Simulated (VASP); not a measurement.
# NiO (R-3m) in VASP: further runs, part 2 of 2

VASP 6.6.1.

## Step 3: Single point, PBE, collinear spin, antiferromagnetic start (9.58 Å³/atom)

This run uses another cell than the first one, of 9.58 Å³/atom.

Input file INCAR:

```
SYSTEM = NiO
PREC = Accurate ; ENCUT = 520
EDIFF = 1E-6 ; ISMEAR = 0
SIGMA = 0.05 ; LREAL = .FALSE.
LASPH = .TRUE. ; NELM = 150
ALGO = Normal ; ISIF = 2
LWAVE = .FALSE. ; LCHARG = .TRUE.
ISPIN = 2 ; MAGMOM = 1.52 -1.52 0 0
LORBIT = 11 ; LMAXMIX = 4
GGA = PE ; LELF = .TRUE.
LVHAR = .TRUE. ; NBANDS = 28
```

Input file KPOINTS:

```
regular mesh
0
G
  10 10 10
  0 0 0
```

Input file POSCAR:

```
NiO
1.0
   -2.1097795946     -2.1097795946      4.2381188730
   -4.2381188730     -2.1097795946      2.1097795946
   -2.1097795946     -4.2381188730      2.1097795946
Ni O
2 2
Direct
    0.0000000000      0.0000000000      0.0000000000
    0.5000000000      0.5000000000      0.5000000000
    1.2499992777     -0.7500007223     -0.7500007223
    1.7500007223     -0.2499992777     -0.2499992777
```

Potentials or basis: VASP PAW PBE potentials, release 64 (Ni, O).

On the command line:

```sh
> cat potpaw_PBE.64/Ni/POTCAR potpaw_PBE.64/O/POTCAR > POTCAR
> mpirun -np 1 vasp_std > vasp.out
```

It took 7.3 min on 1 thread of Intel Xeon Platinum 8488C (Sapphire Rapids), shared host; peak memory 0.4 GiB.

It converged, with:

- Free energy: -23.4548 eV
- Pressure: -7.2 GPa
- Band gap on the k mesh: 0.92 eV
- Net moment: 0.00 μB per cell
- Site moments: Ni +1.37, -1.37; O +0.00 μB
- Valence electrons inside the program's atomic spheres: Ni 8.91; O 4.95

Stress tensor (GPa, compression positive):
```
-7.16  0.06 -0.06
 0.06 -7.16 -0.06
-0.06 -0.06 -7.16
```

Levels at points of the mesh, in eV from the valence-band top:
Spin up:
| k point | band 13 | band 14 | band 15 | band 16 | band 17 | band 18 | band 19 | band 20 |
| --- | --- | --- | --- | --- | --- | --- | --- | --- |
| (0.00, 0.00, 0.00) | -1.43 | -0.53 | -0.53 | -0.27 | 1.98 | 2.00 | 2.00 | 6.09 |
| (0.50, 0.00, 0.00) | -0.53 | -0.32 | -0.24 | -0.10 | 1.49 | 1.50 | 7.80 | 7.96 |
| (0.50, 0.50, 0.00) | -0.80 | -0.39 | -0.22 | -0.11 | 2.04 | 2.10 | 6.14 | 6.60 |
| (0.50, 0.50, 0.50) | -0.71 | -0.57 | -0.09 | -0.09 | 1.53 | 1.53 | 4.64 | 4.77 |
Spin down:
```tsv
k point	band 14	band 15	band 16	band 17	band 18	band 19
(0.00, 0.00, 0.00)	-0.53	-0.53	-0.27	1.98	2.00	2.00
(0.50, 0.00, 0.00)	-0.32	-0.24	-0.10	1.49	1.51	7.80
(0.50, 0.50, 0.00)	-0.39	-0.22	-0.11	2.05	2.10	6.14
(0.50, 0.50, 0.50)	-0.57	-0.09	-0.09	1.53	1.53	4.64
```

Caveat: the cell stands under tension. A k mesh can miss the band edges.

## Step 4: Single point, PBE, collinear spin, antiferromagnetic start

This run uses another cell than the first one, of 9.21 Å³/atom.

Input file INCAR:

```
SYSTEM = NiO
ALGO = Normal ; EDIFF = 1E-6
ENCUT = 520 ; GGA = PE
ISIF = 2 ; ISMEAR = 0
ISPIN = 2 ; LASPH = .True.
LCHARG = .True. ; LELF = .True.
LMAXMIX = 4 ; LORBIT = 11
LREAL = .False. ; LVHAR = .True.
LWAVE = .False. ; MAGMOM = 1.52 -1.52 0 0
NBANDS = 28 ; NELM = 150
PREC = Accurate ; SIGMA = 0.05
```

Input file KPOINTS:

```
k-points
0
Gamma
  10 10 10
  0 0 0
```

Input file POSCAR:

```
NiO
1.0
   -2.0823767579     -2.0823767579      4.1830721375
   -4.1830721375     -2.0823767579      2.0823767579
   -2.0823767579     -4.1830721375      2.0823767579
Ni O
2 2
Direct
    0.0000000000      0.0000000000      0.0000000000
    0.5000000000      0.5000000000      0.5000000000
    1.2499992777     -0.7500007223     -0.7500007223
    1.7500007223     -0.2499992777     -0.2499992777
```

On the command line:

```sh
> cat potpaw_PBE.64/Ni/POTCAR potpaw_PBE.64/O/POTCAR > POTCAR
> mpirun -np 1 vasp_std > vasp.out
```

Wall time 18 min (1 thread of Oxide Virtual Turin-like, shared host); peak memory 0.36 GiB.

Results (log left out):

| Item | Value |
| --- | --- |
| Free energy | -23.4874 eV |
| Pressure | -0.3 GPa |
| Band gap on the k mesh | 0.93 eV |
| Net moment | 0.00 μB per cell |
| Site moments | Ni +1.35, -1.35; O +0.00 μB |
| Valence electrons inside the program's atomic spheres | Ni 8.98; O 4.97 |

Levels at points of the mesh, in eV from the valence-band top:
Spin up:
| k point | band 14 | band 15 | band 16 | band 17 | band 18 | band 19 |
| --- | --- | --- | --- | --- | --- | --- |
| (0.00, 0.00, 0.00) | -0.58 | -0.58 | -0.30 | 2.05 | 2.05 | 2.17 |
| (0.50, 0.00, 0.00) | -0.31 | -0.28 | -0.12 | 1.51 | 1.52 | 8.03 |
| (0.50, 0.50, 0.00) | -0.40 | -0.25 | -0.14 | 2.10 | 2.16 | 6.21 |
| (0.50, 0.50, 0.50) | -0.63 | -0.08 | -0.08 | 1.53 | 1.53 | 4.83 |
Spin down:
```tsv
k point	band 13	band 14	band 15	band 16	band 17	band 18	band 19	band 20
(0.00, 0.00, 0.00)	-1.50	-0.58	-0.58	-0.29	2.05	2.05	2.17	6.15
(0.50, 0.00, 0.00)	-0.50	-0.31	-0.27	-0.12	1.51	1.53	8.03	8.19
(0.50, 0.50, 0.00)	-0.80	-0.40	-0.25	-0.13	2.10	2.16	6.21	6.83
(0.50, 0.50, 0.50)	-0.78	-0.63	-0.08	-0.08	1.53	1.53	4.83	4.96
```

A k mesh can miss the band edges. A hybrid or GW would open this gap; PBE tends to underestimate it.

## Step 5: Single point, PBE, collinear spin, antiferromagnetic start

This run uses another cell than the first one, of 9.21 Å³/atom.

Input file INCAR:

```
  PREC = Accurate
  ENCUT = 520
  EDIFF = 1E-6
  ISMEAR = 0
  SIGMA = 0.05
  LREAL = F
  LASPH = T
  NELM = 150
  ALGO = Normal
  ISIF = 2
  LWAVE = F
  LCHARG = T
  ISPIN = 2
  MAGMOM = 1.51 -1.51 0 0
  LORBIT = 11
  LMAXMIX = 4
  GGA = PE
  LELF = T
  LVHAR = T
  NBANDS = 28
```

Input file KPOINTS:

```
regular mesh
0
Gamma
  10 10 10
```

POSCAR is that of step 4.

On the command line:

```sh
> cat potpaw_PBE.64/Ni/POTCAR potpaw_PBE.64/O/POTCAR > POTCAR
> mpirun -np 1 vasp_std > vasp.out
```

Wall time 14 min (1 thread of Oxide Virtual Turin-like, shared host); peak memory 0.36 GiB.

The run converged. Its results:

| Property | Result |
| --- | --- |
| Free energy | -23.4874 eV |
| Pressure | -0.3 GPa |
| Band gap on the k mesh | 0.93 eV |
| Net moment | 0.00 μB per cell |
| Site moments | Ni +1.35, -1.35; O +0.00 μB |
| Valence electrons inside the program's atomic spheres | Ni 8.98; O 4.97 |

Levels at points of the mesh, in eV from the valence-band top:
Spin up:
| k point | band 12 | band 13 | band 14 | band 15 | band 16 | band 17 | band 18 | band 19 | band 20 | band 21 |
| --- | --- | --- | --- | --- | --- | --- | --- | --- | --- | --- |
| (0.00, 0.00, 0.00) | -1.50 | -1.50 | -0.58 | -0.58 | -0.30 | 2.05 | 2.05 | 2.17 | 6.15 | 10.70 |
| (0.50, 0.00, 0.00) | -0.92 | -0.50 | -0.31 | -0.28 | -0.12 | 1.51 | 1.52 | 8.03 | 8.19 | 10.40 |
| (0.50, 0.50, 0.00) | -0.91 | -0.80 | -0.40 | -0.25 | -0.14 | 2.10 | 2.16 | 6.21 | 6.83 | 10.60 |
| (0.50, 0.50, 0.50) | -0.78 | -0.78 | -0.63 | -0.08 | -0.08 | 1.53 | 1.53 | 4.83 | 4.96 | 12.80 |
Spin down:
```csv
k point,band 13,band 14,band 15,band 16,band 17,band 18,band 19,band 20
"(0.00, 0.00, 0.00)",-1.50,-0.58,-0.58,-0.29,2.05,2.05,2.17,6.15
"(0.50, 0.00, 0.00)",-0.50,-0.31,-0.27,-0.12,1.51,1.53,8.03,8.19
"(0.50, 0.50, 0.00)",-0.80,-0.40,-0.25,-0.13,2.10,2.16,6.21,6.83
"(0.50, 0.50, 0.50)",-0.78,-0.63,-0.08,-0.08,1.53,1.53,4.83,4.96
```

## Step 6: Single point, PBE, collinear spin, antiferromagnetic start

This run uses another cell than the first one, of 9.21 Å³/atom.

Input file INCAR:

```
SYSTEM = NiO
ALGO = Normal ; EDIFF = 1E-6
ENCUT = 520 ; GGA = PE
ISIF = 2 ; ISMEAR = 0
ISPIN = 2 ; LASPH = .True.
LCHARG = .False. ; LMAXMIX = 4
LORBIT = 11 ; LREAL = .False.
LWAVE = .False. ; MAGMOM = 1.51 -1.51 0 0
NBANDS = 28 ; NELM = 150
PREC = Accurate ; SIGMA = 0.05
```

Input file KPOINTS:

```
k-points
0
Gamma
  10 10 10
  0 0 0
```

POSCAR is that of step 5.

Potentials or basis: VASP PAW PBE potentials, release 64 (Ni, O).

On the command line:

```sh
> cat potpaw_PBE.64/Ni/POTCAR potpaw_PBE.64/O/POTCAR > POTCAR
> mpirun -np 1 vasp_std > vasp.out
```

Wall time 13 min (1 thread of Oxide Virtual Turin-like, shared host); peak memory 0.36 GiB.

It converged, with:

| Item | Value |
| --- | --- |
| Free energy | -23.4874 eV |
| Pressure | -0.3 GPa |
| Band gap on the k mesh | 0.93 eV |
| Net moment | 0.00 μB per cell |
| Site moments | Ni +1.35, -1.35; O +0.00 μB |
| Valence electrons inside the program's atomic spheres | Ni 8.98; O 4.97 |

Levels at points of the mesh, in eV from the valence-band top:
Spin up:
```tsv
k point	band 14	band 15	band 16	band 17	band 18	band 19
(0.00, 0.00, 0.00)	-0.58	-0.58	-0.30	2.05	2.05	2.17
(0.50, 0.00, 0.00)	-0.31	-0.28	-0.12	1.51	1.52	8.03
(0.50, 0.50, 0.00)	-0.40	-0.25	-0.14	2.10	2.16	6.21
(0.50, 0.50, 0.50)	-0.63	-0.08	-0.08	1.53	1.53	4.83
```
Spin down:
```csv
k point,band 13,band 14,band 15,band 16,band 17,band 18,band 19,band 20
"(0.00, 0.00, 0.00)",-1.50,-0.58,-0.58,-0.29,2.05,2.05,2.17,6.15
"(0.50, 0.00, 0.00)",-0.50,-0.31,-0.27,-0.12,1.51,1.53,8.03,8.19
"(0.50, 0.50, 0.00)",-0.80,-0.40,-0.25,-0.13,2.10,2.16,6.21,6.83
"(0.50, 0.50, 0.50)",-0.78,-0.63,-0.08,-0.08,1.53,1.53,4.83,4.96
```

A k mesh can miss the band edges. A hybrid or GW would open this gap; PBE tends to underestimate it.

## Step 7: Summary

```csv
cell,gap on the mesh (eV),pressure (GPa),moment (μB)
"a = 5.150 Å, angles 33.8°, 4 atoms",0.93,-4.0,0.00
"a = 5.183 Å, angles 33.8°, 4 atoms",0.92,-7.2,0.00
"a = 5.116 Å, angles 33.8°, 4 atoms",0.93,-0.3,0.00
```

Alike in all rows: task single point; level PBE; potentials or basis VASP PAW PBE potentials, release 64 (Ni, O); spin collinear, antiferromagnetic start; k mesh 10 × 10 × 10; cutoff (eV) 520; smearing gaussian 0.05 eV.

Caveats: the cell stands under tension (at least some runs).

Absolute energies hang on the potentials; compare differences alone.
